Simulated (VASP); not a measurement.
Mn: single point with LDA

Mn:

```
CELL_PARAMETERS angstrom
2.21090 0.00000 0.00000
-1.10545 1.91470 0.00000
0.00000 0.00000 3.55954
ATOMIC_POSITIONS crystal
Mn 0.33333 0.66667 0.25000
Mn 0.66667 0.33333 0.75000
```

This isn't the form of Mn at room conditions, which is a 58-atom cubic cell.

```yaml
Program: VASP 6.6.1
Task: single point
Functional: LDA
Potentials_or_basis: VASP PAW LDA potentials, release 64 (Mn_pv)
Cutoff: 520 eV
k_mesh: 20 × 20 × 11
Occupations: fermi-dirac, width 0.08 eV
Spin: collinear spin, ferromagnetic start
Starting_moments: "[3.0, 3.0] μB"
```

```
Pressure                                              : 180.4 GPa
Band gap on the k mesh                                : zero (filled and empty bands overlap)
Net moment                                            : 0.00 μB per cell
Valence electrons inside the program's atomic spheres : Mn 12.98
```

Stress tensor (GPa, compression positive):
```
180.26   0.00   0.00
  0.00 180.26   0.00
  0.00   0.00 180.61
```

Levels at points of the mesh, in eV from the Fermi level:
Spin up:
```csv
k point,band 10,band 11,band 12,band 13,band 14,band 15,band 16,band 17
"(0.00, 0.00, 0.00)",-1.73,-1.67,-0.90,-0.90,-0.08,-0.08,2.03,2.56
"(0.50, 0.00, 0.00)",-2.11,-1.38,-1.29,-0.58,2.94,3.25,3.32,5.85
```
Spin down:
```
           k point  band 11  band 12  band 13  band 14  band 15  band 16
(0.00, 0.00, 0.00)    -1.67    -0.90    -0.90    -0.08    -0.08     2.03
(0.50, 0.00, 0.00)    -1.38    -1.29    -0.58     2.94     3.25     3.32
```

Wall time 100 s on 1 thread of Intel(R) Xeon(R) 6975P-C (Granite Rapids), on a shared host, peak memory 0.22 GiB.

Caveat: the cell stands under pressure.
